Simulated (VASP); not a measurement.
# Li (P6/mmm) in VASP: a series of runs

Runs on Li. Level: PBE. Tasks: single point, relaxation of cell and atoms.

Everything below comes from runs of VASP 6.6.1. Logs are shortened: lines on timing, memory, paths and dates and some standing lists are left out, and cuts for length are marked.

**1. The cell of the first run**

The structure is hexagonal, space group P6/mmm (No. 191). The conventional cell has a = 4.930 Å, b = 4.930 Å, c = 2.886 Å, α = 90.00°, β = 90.00°, γ = 120.00°. Within 3.8 Å of Li (site symmetry 6/mmm) lie 14 Li at 2.89 to 3.19 Å. Li (site symmetry -6m2) has 11 Li at 2.85 to 3.19 Å within 3.8 Å.

This isn't the form of Li at room conditions, which is bcc.

**2. Single point, PBE**

The input, INCAR:

```
SYSTEM = Li
ALGO = Normal
EDIFF = 1E-7
ENCUT = 520
GGA = PE
ISIF = 2
ISMEAR = -1
LASPH = .True.
LCHARG = .False.
LREAL = .False.
LWAVE = .False.
NBANDS = 12
NELM = 100
PREC = Accurate
SIGMA = 0.1
```

The input, KPOINTS:

```
k-points
0
Gamma
  10 10 14
  0 0 0
```

The input, POSCAR:

```
Li
1.0
    4.9301984858      0.0000000000      0.0000000000
   -2.4650992429      4.2696771344      0.0000000000
    0.0000000000      0.0000000000      2.8856942931
Li
3
Direct
    1.0000000000      0.0000000000      1.0000000000
    0.3333333333      0.6666666667      0.5000000000
    0.6666666667      0.3333333333      0.5000000000
```

Potentials or basis: VASP PAW PBE potentials, release 64 (Li_sv).

The run is started by

```bash
$ cat potpaw_PBE.64/Li_sv/POTCAR > POTCAR
$ mpirun -np 1 vasp_std > vasp.out
```

OUTCAR:

```text
SYSTEM = Li
   EDIFF = 1E-7
   ENCUT = 520
   GGA = PE
   ISIF = 2
   ISMEAR = -1
   LASPH = .True.
   LREAL = .False.
   NELM = 100
   PREC = Accurate

 ion  position               nearest neighbor table
   1  0.000  0.000  0.000-
   2  0.333  0.667  0.500-
   3  0.667  0.333  0.500-

  LATTYP: Found a hexagonal cell.
 ALAT       =     4.9301984858
 C/A-ratio  =     0.5853099630

  Lattice vectors:

 A1 = (   4.9301984858,   0.0000000000,   0.0000000000)
 A2 = (  -2.4650992429,   4.2696771344,   0.0000000000)
 A3 = (   0.0000000000,   0.0000000000,   2.8856942931)

Analysis of symmetry for initial positions (statically):
=====================================================================
 Subroutine PRICEL returns:
 Original cell was already a primitive cell.

 Routine SETGRP: Setting up the symmetry group for a
 hexagonal supercell.

 Subroutine GETGRP returns: Found 24 space group operations
 (whereof 24 operations were pure point group operations)
 out of a pool of 24 trial point group operations.

The static configuration has the point symmetry D_6h.

Analysis of symmetry for dynamics (positions and initial velocities):
=====================================================================
 Subroutine PRICEL returns:
 Original cell was already a primitive cell.

 Routine SETGRP: Setting up the symmetry group for a
 hexagonal supercell.

 Subroutine GETGRP returns: Found 24 space group operations
 (whereof 24 operations were pure point group operations)
 out of a pool of 24 trial point group operations.

The dynamic configuration has the point symmetry D_6h.

 Subroutine INISYM returns: Found 24 space group operations
 (whereof 24 operations are pure point group operations),
 and found     1 'primitive' translations

----------------------------------------------------------------------------------------

                                     Primitive cell

  volume of cell :      60.7449

  direct lattice vectors                    reciprocal lattice vectors
     4.930198486  0.000000000  0.000000000     0.202831590  0.117104873  0.000000000
    -2.465099243  4.269677134  0.000000000     0.000000000  0.234209747  0.000000000
     0.000000000  0.000000000  2.885694293     0.000000000  0.000000000  0.346537054

  length of vectors
     4.930198486  4.930198486  2.885694293     0.234209747  0.234209747  0.346537054

  position of ions in fractional coordinates (direct lattice)
     0.000000000  0.000000000  0.000000000
     0.333333333  0.666666667  0.500000000
     0.666666667  0.333333333  0.500000000

  ion indices of the primitive-cell ions
   primitive index   ion index
                 1           1
                 2           2
                 3           3

----------------------------------------------------------------------------------------

 KPOINTS: k-points

Automatic generation of k-mesh.
 Grid dimensions read from file:
 generate k-points for:   10   10   14

 Generating k-lattice:

  Cartesian coordinates                     Fractional coordinates (reciprocal lattice)
     0.020283159  0.011710487  0.000000000     0.100000000  0.000000000  0.000000000
     0.000000000  0.023420975  0.000000000     0.000000000  0.100000000  0.000000000
     0.000000000  0.000000000  0.024752647     0.000000000  0.000000000  0.071428571

  Length of vectors
     0.023420975  0.023420975  0.024752647

  Shift w.r.t. Gamma in fractional coordinates (k-lattice)
     0.000000000  0.000000000  0.000000000

 Subroutine IBZKPT returns following result:
 ===========================================

 Found    112 irreducible k-points:

 Following reciprocal coordinates:
            Coordinates               Weight
  0.000000  0.000000  0.000000      1.000000
  0.100000 -0.000000  0.000000      6.000000
  0.200000 -0.000000  0.000000      6.000000
  0.300000 -0.000000  0.000000      6.000000
  0.400000 -0.000000  0.000000      6.000000
  0.500000 -0.000000  0.000000      3.000000
[... 16 lines left out ...]
  0.300000  0.100000  0.071429     24.000000
  0.400000  0.100000  0.071429     24.000000
 [... further k-points ...]
   k-points           NKPTS =    112   k-points in BZ     NKDIM =    112   number of bands    NBANDS=     12
   number of dos      NEDOS =    301   number of ions     NIONS =      3
   total plane-waves  NPLWV =  38400
   dimension x,y,z NGX =    40 NGY =   40 NGZ =   24
   dimension x,y,z NGXF=    80 NGYF=   80 NGZF=   48
   ions per type =               3
   NGX,Y,Z   is equivalent  to a cutoff of  13.49, 13.49, 13.83 a.u.
   NGXF,Y,Z  is equivalent  to a cutoff of  26.98, 26.98, 27.65 a.u.
 SYSTEM =  Li
   PREC   = accura    normal or accurate (medium, high low for compatibility)
   ISTART =      0    job   : 0-new  1-cont  2-samecut
   ICHARG =      2    charge: 1-file 2-atom 10-const
   ISPIN  =      1    spin polarized calculation?
   LNONCOLLINEAR =      F non collinear calculations
   LSORBIT =      F    spin-orbit coupling
   LASPH  =      T    aspherical Exc in radial PAW
   ENCUT  =  520.0 eV  38.22 Ry    6.18 a.u.   9.17  9.17  5.37*2*pi/ulx,y,z
   NELM   =    100;   NELMIN=  2; NELMDL= -5     # of ELM steps
   EDIFF  = 0.1E-06   stopping-criterion for ELM
   LREAL  =      F    real-space projection
   EDIFFG = 0.1E-05   stopping-criterion for IOM
   NSW    =      0    number of steps for IOM
   IBRION =     -1    ionic relax: 0-MD 1-quasi-New 2-CG
   NFREE  =      0    steps in history (QN), initial steepest desc. (CG)
   ISIF   =      2    stress and relaxation
   ISYM   =      2    0-nonsym 1-usesym 2-fastsym
   POTIM  = 0.5000    time-step for ionic-motion
   TEBEG  =    0.0;   TEEND  =   0.0 temperature during run
   PSTRESS=    0.0 pullay stress
   NELECT =       9.0000    total number of electrons
   NUPDOWN=      -1.0000    fix difference up-down
   EMIN   =  10.00;   EMAX   =-10.00  energy-range for DOS
   EFERMI =   0.00;   METHOD = LEGACY
   ISMEAR =    -1;   SIGMA  =   0.10  broadening in eV -4-tet -1-fermi 0-gaus
   EFERMI_NEDOS =   21; number of points for ismear=-14 and -15
   IALGO  =     38    algorithm
   IMIX   =      4    mixing-type and parameters
     AMIX     =   0.40;   BMIX     =  1.00
     AMIX_MAG =   1.60;   BMIX_MAG =  1.00
  volume/ion in A,a.u.               =      20.25       136.64
  Fermi-wavevector in a.u.,A,eV,Ry     =   0.866268  1.637010 10.210094  0.750421
  Thomas-Fermi vector in A             =   1.984633
   LORBIT       =      0    0 simple, 1 ext, 2 COOP (PROOUT), +10 PAW based schemes
   GGA     = PE    functional components
   LHFCALC =     F    Hartree Fock is set to
   AEXX    =    0.0000 exact exchange contribution
   IVDW    =     0    specifies the selected vdW correction
   LEPSILON=     F    determine dielectric tensor
   LRPA    =     F    only Hartree local field effects (RPA)
 non-spin polarized calculation
  energy-cutoff  :      520.00
  volume of cell :       60.74
 maximum number of plane-waves:      1654
 NGX is ok and might be reduce to    40
   NGX = 19   NGY = 19   NGZ = 11

 number of electron       8.9999989 magnetization

 Free energy of the ion-electron system (eV)
  ---------------------------------------------------
  ext. energy  EPLUGINS =         0.00000000
  ---------------------------------------------------
  free energy    TOTEN  =        -5.70293797 eV

  energy without entropy =       -5.65557240  energy(sigma->0) =       -5.67925519

 E-fermi :   0.6334     XC(G=0):  -7.0465

 val. band max:        0.6317509368   @ k =   0.3000   0.1000   0.0000
 cond. band min:       0.6537321086   @ k =   0.3000  -0.0000   0.5000
 fundamental gap:      0.0219811718
 Fermi energy:         0.6334476787

 k-point     1 :       0.0000    0.0000    0.0000
  band No.  band energies     occupation
      1     -45.9581      2.00000
      2     -45.9373      2.00000
      3     -45.8389      2.00000
      4      -2.9311      2.00000
      5       2.7261      0.00000
      6       2.7261      0.00000
      7       2.7835      0.00000
      8       2.7836      0.00000
      9       6.4779      0.00000
     10       6.6457      0.00000
     11      10.8206      0.00000
     12      14.9583      0.00000

 k-point     2 :       0.1000   -0.0000    0.0000
  band No.  band energies     occupation
      1     -45.9576      2.00000
      2     -45.9378      2.00000
      3     -45.8390      2.00000
      4      -2.8699      2.00000
      5       1.8641      0.00001
      6       2.0255      0.00000
      7       3.4053      0.00000
      8       3.6441      0.00000
      9       6.7270      0.00000
     10       6.8770      0.00000
     11      10.8963      0.00000
     12      14.4077      0.00000

 k-point     3 :       0.2000   -0.0000    0.0000
  band No.  band energies     occupation
      1     -45.9562      2.00000
      2     -45.9390      2.00000
      3     -45.8391      2.00000
      4      -2.6864      2.00000
      5       0.9298      0.09824
      6       1.4580      0.00052
      7       3.6885      0.00000
      8       4.6908      0.00000
      9       7.2665      0.00000
     10       7.7026      0.00000
     11      11.1224      0.00000
     12      13.3619      0.00000

 k-point     4 :       0.3000   -0.0000    0.0000
  band No.  band energies     occupation
      1     -45.9542      2.00000
      2     -45.9409      2.00000
      3     -45.8392      2.00000
      4      -2.3804      2.00000
      5       0.0511      1.99410
      6       1.0521      0.02993
      7       3.7420      0.00000
      8       5.8927      0.00000
      9       7.9708      0.00000
     10       8.9682      0.00000
     11      11.4961      0.00000
     12      12.0076      0.00000

 k-point     5 :       0.4000   -0.0000    0.0000
  band No.  band energies     occupation
      1     -45.9520      2.00000
      2     -45.9430      2.00000
      3     -45.8393      2.00000
      4      -1.9519      2.00000
      5      -0.7313      2.00000
      6       0.8084      0.29611
      7       3.7278      0.00000
      8       7.2441      0.00000
      9       8.8343      0.00000
     10      10.3304      0.00000
     11      10.3427      0.00000
     12      10.9595      0.00000
[... 228 lines left out ...]
      1     -45.9560      2.00000
      2     -45.9381      2.00000
      3     -45.8385      2.00000
      4      -2.6788      2.00000
      5       1.4417      0.00062
      6       1.4514      0.00056
      7       4.0790      0.00000
      8       4.1316      0.00000
      9       7.1129      0.00000
     10       7.2874      0.00000
     11      10.4610      0.00000
     12      13.5003      0.00000

 k-point    22 :       0.2000    0.1000    0.0714
  band No.  band energies     occupation
      1     -45.9544      2.00000
      2     -45.9396      2.00000
      3     -45.8386      2.00000
      4      -2.4337      2.00000
      5       0.5793      1.26413
      6       1.0151      0.04306
      7       4.1928      0.00000
      8       5.1048      0.00000
      9       7.8745      0.00000
     10       8.2941      0.00000
     11      10.6644      0.00000
     12      12.1301      0.00000

 k-point    23 :       0.3000    0.1000    0.0714
  band No.  band energies     occupation
      1     -45.9522      2.00000
      2     -45.9417      2.00000
      3     -45.8387      2.00000
      4      -2.0659      2.00000
      5      -0.2420      1.99968
      6       0.7168      0.60565
      7       4.1644      0.00000
      8       6.2833      0.00000
      9       8.7296      0.00000
     10       9.6509      0.00000
     11      10.4323      0.00000
     12      11.1329      0.00000

 k-point    24 :       0.4000    0.1000    0.0714
  band No.  band energies     occupation
      1     -45.9503      2.00000
      2     -45.9436      2.00000
      3     -45.8388      2.00000
      4      -1.5761      2.00000
      5      -0.9657      2.00000
      6       0.5657      1.32628
      7       4.1314      0.00000
      8       7.5986      0.00000
      9       9.0149      0.00000
     10       9.7341      0.00000
     11      10.7882      0.00000
     12      10.9103      0.00000

 [... further k-points ...]

------------------------ aborting loop because EDIFF is reached ----------------------------------------

  FORCE on cell =-STRESS in cart. coord.  units (eV):
  Direction    XX          YY          ZZ          XY          YZ          ZX
  --------------------------------------------------------------------------------------
  -------------------------------------------------------------------------------------
  Total       -0.0426212     -0.0426212      0.0261414      0.0000000      0.0000000      0.0000000
  in kB       -1.1241567     -1.1241567      0.6894926      0.0000000      0.0000000      0.0000000
  external PRESSURE =      -0.5196069 kB  Pullay stress =       0.0000000 kB

 VOLUME and BASIS-vectors are now :
 -----------------------------------------------------------------------------
  energy-cutoff  :      520.00
  volume of cell :       60.74
      direct lattice vectors                 reciprocal lattice vectors
     4.930198486  0.000000000  0.000000000     0.202831590  0.117104873  0.000000000
    -2.465099243  4.269677134  0.000000000     0.000000000  0.234209747  0.000000000
     0.000000000  0.000000000  2.885694293     0.000000000  0.000000000  0.346537054

 POSITION                                       TOTAL-FORCE (eV/Angst)
 -----------------------------------------------------------------------------------
      0.00000      0.00000      0.00000         0.000000     -0.000000      0.000000
     -0.00000      2.84645      1.44285        -0.000000      0.000000     -0.000000
      2.46510      1.42323      1.44285         0.000000     -0.000000      0.000000
 -----------------------------------------------------------------------------------
    total drift:                               -0.000000      0.000000      0.000000

  FREE ENERGIE OF THE ION-ELECTRON SYSTEM (eV)
  ---------------------------------------------------
  free  energy   TOTEN  =        -5.7029379718 eV

  energy  without entropy=       -5.6555724001  energy(sigma->0) =       -5.67925519
```

It took 85 s on 1 thread of Intel Xeon Platinum 8488C (Sapphire Rapids), shared host; peak memory 0.2 GiB.

What came out:

| Item | Value |
| --- | --- |
| Free energy | -5.7029 eV |
| Band gap on the k mesh | zero (an odd number of electrons rules out a gap without spin polarisation) |

Caveat: the cutoff is under 1.25 times the usual one of these potentials, so pressure, stress and relaxed cells hold a basis-set (Pulay) error.

(Part 1 of 2 ends here.)

The gap in the log of VASP goes by the Fermi energy; the results here count the filled bands.